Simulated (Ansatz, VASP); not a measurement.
**One calculation of Pb, two programs**

The input INCAR:

```
  PREC = Accurate
  ENCUT = 520
  EDIFF = 1E-6
  ISMEAR = -1
  SIGMA = 0.08
  LREAL = F
  LASPH = T
  NELM = 80
  ALGO = Normal
  ISIF = 2
  LWAVE = F
  LCHARG = F
  GGA = PS
  NBANDS = 21
```

The input KPOINTS:

```
regular mesh
0
Gamma
  14 14 8
```

File POSCAR:

```
Pb
1.0
    3.4800006906      0.0000000000      0.0000000000
   -1.7400003453      3.0137690032      0.0000000000
    0.0000000000      0.0000000000      5.7018000000
Pb
2
Direct
    0.3333333333      0.6666666667      0.2500000000
    0.6666666667      0.3333333333      0.7500000000
```

Input for Ansatz:

```yaml
crystal:
  lattice:
    - [3.4800006906, 0.0, 0.0]
    - [-1.7400003453, 3.0137690032, 0.0]
    - [0.0, 0.0, 5.7018]
  atoms:
    - { symbol: Pb, position: [0.3333333333, 0.6666666667, 0.25] }
    - { symbol: Pb, position: [0.6666666667, 0.3333333333, 0.75] }
kpoints:
  mp_grid: { grid: [14, 14, 8] }
  band_path:
    path:
      - [0.0, 0.0, 0.0]
      - [0.5, 0.0, 0.0]
      - [0.3333333333, 0.3333333333, 0.0]
      - [0.0, 0.0, 0.0]
      - [0.0, 0.0, 0.5]
      - [0.5, 0.0, 0.5]
      - [0.3333333333, 0.3333333333, 0.5]
      - [0.0, 0.0, 0.5]
      - [0.5, 0.0, 0.5]
    npoints: 5
scf:
  occupations: { method: fermi_dirac, width: 0.08 }
hamiltonian:
  xc: pbesol
  pseudopotentials: { kind: all_electron, lapw: { basis_error: 0.0005 } }
output:
  forces: true
  stress: true
  eigenvalues: true
```

Change from the starting cell: zz strain of +2 %.

Alike in both runs: task single point; functional PBEsol; k mesh 14 × 14 × 8; occupations fermi-dirac, width 0.08 eV; no spin polarisation.

|  | VASP | Ansatz |
| --- | --- | --- |
| version | VASP 6.6.1 | Ansatz 0.2.0 |
| potentials or method | VASP PAW PBE potentials, release 64 (Pb_d), cutoff 520 eV | all-electron LAPW, scalar-relativistic |

```tsv
	VASP	Ansatz	Ansatz less VASP
pressure (GPa)	-0.1	-0.1	+0.09
traceless stress, the component that is largest in VASP (GPa)	0.52	0.52	+0.006
```

VASP's potentials were made for PBE, not for PBEsol. Ansatz ran all-electron here, and VASP with PAW potentials.

Spin-orbit coupling is off throughout.
